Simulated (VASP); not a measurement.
A run of VASP 6.6.1:

INCAR

```
SYSTEM = PbS
ALGO = Normal
EDIFF = 1E-7
ENCUT = 520
GGA = PE
ISIF = 2
ISMEAR = -1
LASPH = .TRUE.
LCHARG = .TRUE.
LELF = .TRUE.
LREAL = .FALSE.
LVHAR = .TRUE.
LWAVE = .FALSE.
NBANDS = 17
NELM = 60
PREC = Accurate
SIGMA = 0.05
```

File KPOINTS:

```
k-points
0
G
  6 6 6
  0 0 0
```

Contents of POSCAR:

```
PbS
1.0
    0.0000000000      2.9657500000      2.9657500000
    2.9657500000      0.0000000000      2.9657500000
    2.9657500000      2.9657500000      0.0000000000
Pb S
1 1
Direct
    0.0000000000      0.0000000000      0.0000000000
    0.5000000000      0.5000000000      0.5000000000
```

Potentials or basis: VASP PAW PBE potentials, release 64 (Pb_d, S).

Launch:

```sh
$ cat potpaw_PBE.64/Pb_d/POTCAR potpaw_PBE.64/S/POTCAR > POTCAR
$ mpirun -np 1 vasp_std > vasp.out
```

Hardware: 1 thread of Intel(R) Xeon(R) Platinum 8488C (Sapphire Rapids), on a shared host.

Q: How long does it take, and how much memory?

A: Run time: 8 s on 1 thread of Intel(R) Xeon(R) Platinum 8488C (Sapphire Rapids) (shared host), peak memory 0.17 GiB. Counts: scf iterations 13, k points 16.
